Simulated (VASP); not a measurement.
Input of a VASP 6.6.1 run:

The input INCAR:

```
  ALGO = Normal
  EDIFF = 1E-6
  ENCUT = 520
  GGA = CA
  ISIF = 2
  ISMEAR = -1
  ISPIN = 2
  LASPH = True
  LCHARG = False
  LMAXMIX = 4
  LORBIT = 11
  LREAL = False
  LWAVE = False
  MAGMOM = 1.5
  NBANDS = 15
  NELM = 150
  PREC = Accurate
  SIGMA = 0.05
```

The input KPOINTS:

```
k-points
0
Gamma
  17 17 17
```

The input POSCAR:

```
Ni
1.0
   -1.3837154700      1.3837154700      1.3837154700
    1.3837154700     -1.3837154700      1.3837154700
    1.3837154700      1.3837154700     -1.3837154700
Ni
1
Direct
    0.0000000000      0.0000000000      0.0000000000
```

Potentials or basis: VASP PAW LDA potentials, release 64 (Ni).

Launch:

```bash
$ cat potpaw_LDA.64/Ni/POTCAR > POTCAR
$ mpirun -np 1 vasp_std > vasp.out
```

(1) What does it give for the pressure?

(2) Predict the site moments.

(3) Estimate the net moment.

## Answers

(1) -10.9 GPa.

(2) Ni +0.41 μB.

(3) 0.41 μB per cell.
